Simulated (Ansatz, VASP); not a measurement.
## ReHg3Ru: VASP beside Ansatz

```
Re Hg Ru
1.0
     5.03685    0.00000    0.00000
     0.00000    5.03685    0.00000
     0.00000    0.00000    5.03685
Re Hg Ru
1 3 1
Direct
  0.50000 0.50000 0.50000
  0.50000 0.00000 0.00000
  0.00000 0.50000 0.00000
  0.00000 0.00000 0.50000
  0.00000 0.00000 0.00000
```

Change from the starting cell: species swapped into the LaAlO3 type (Pm-3m, No. 221).

Alike in both runs: functional PBE; k mesh 4 × 4 × 4; occupations gaussian, width 0.1 eV; no spin polarisation.

Ansatz relaxed the structure, and its values are those at the end. VASP's run is a single point on that final structure, the one shown.

|  | VASP | Ansatz |
| --- | --- | --- |
| version | VASP 6.6.1 | Ansatz 0.2.0 |
| potentials or method | VASP PAW PBE potentials, release 64 (Re, Hg, Ru_pv), cutoff 600 eV | scalar-relativistic, plane waves, PAW |
| valence electrons in the cell | 57 | 91 |

|  | VASP | Ansatz | Ansatz less VASP |
| --- | --- | --- | --- |
| gap on the k mesh at the Fermi level (eV) | none | none | - |
| pressure (GPa) | 1.0 | 0.3 | -0.70 |

A gap of «none» marks a metal or a gap that the smearing closes. VASP's potentials hold 57 valence electrons a cell and Ansatz's 91, so a difference there can come from the potentials and not from the codes.

Spin-orbit coupling is off throughout.
